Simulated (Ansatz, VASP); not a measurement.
## One calculation of BN, two programs

```
B N
1.0
     0.00000    1.81300    1.81300
     1.81300    0.00000    1.81300
     1.81300    1.81300    0.00000
B N
1 1
Direct
  0.00000 0.00000 0.00000
  0.25000 0.25000 0.25000
```

Alike in both runs: task relaxation of cell and atoms; functional LDA; k mesh 10 × 10 × 10; occupations gaussian, width 0.1 eV; no spin polarisation.

|  | VASP | Ansatz |
| --- | --- | --- |
| version | VASP 6.6.1 | Ansatz 0.2.0 |
| potentials or method | VASP PAW LDA potentials, release 64 (B, N), cutoff 600 eV | scalar-relativistic, plane waves, PAW |
| valence electrons in the cell | 8 | 8 |

|  | VASP | Ansatz | Ansatz less VASP |
| --- | --- | --- | --- |
| gap on the k mesh at the Fermi level, each at its own relaxed structure (eV) | 4.38 | 4.39 | +0.016 |
| relaxed volume (Å³/atom) | 5.75 | 5.73 | -0.019 |
| relaxed cell length with the largest relative difference (Å) | 2.533 | 2.531 | -0.0028 |

Ansatz warns that its potentials were made for another functional, while VASP's fit it. LDA's correlation is that of Perdew and Zunger in VASP and of Perdew and Wang (1992) in Ansatz.
